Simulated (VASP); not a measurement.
Li, 1 atom in the cell. Symmetry: Im-3m, No. 229, cubic system. The conventional cell has a = 3.555 Å, b = 3.555 Å, c = 3.555 Å, α = 90.00°, β = 90.00°, γ = 90.00°. Li (site symmetry m-3m) has 14 Li at 3.08 to 3.56 Å within 4.1 Å. 

| Item | Value |
| --- | --- |
| Program | VASP 6.6.1 |
| Task | single point |
| Functional | PBEsol |
| Potentials or basis | VASP PAW PBE potentials, release 64 (Li_sv) |
| Cutoff | 520 eV |
| k mesh | 11 × 11 × 11 |
| Occupations | fermi-dirac, width 0.05 eV |
| Spin | no spin polarisation |
| Dipole correction | no |
| Further INCAR settings | ALGO = Fast; EDIFF = 1e-07; NBANDS = 8 |

Potentials or basis: VASP PAW PBE potentials, release 64 (Li_sv).

The run is started by

```bash
$ cat potpaw_PBE.64/Li_sv/POTCAR > POTCAR
$ mpirun -np 1 vasp_std > vasp.out
```

Hardware: 1 thread of Intel(R) Xeon(R) Platinum 8375C CPU @ 2.90GHz (Ice Lake) (shared host).

Problem. How long does it take, and how much memory?

Solution. It took 7.1 s on 1 thread of Intel(R) Xeon(R) Platinum 8375C CPU @ 2.90GHz (Ice Lake), on a shared host, peak memory 0.13 GiB. Counts: scf iterations 15, k points 56.
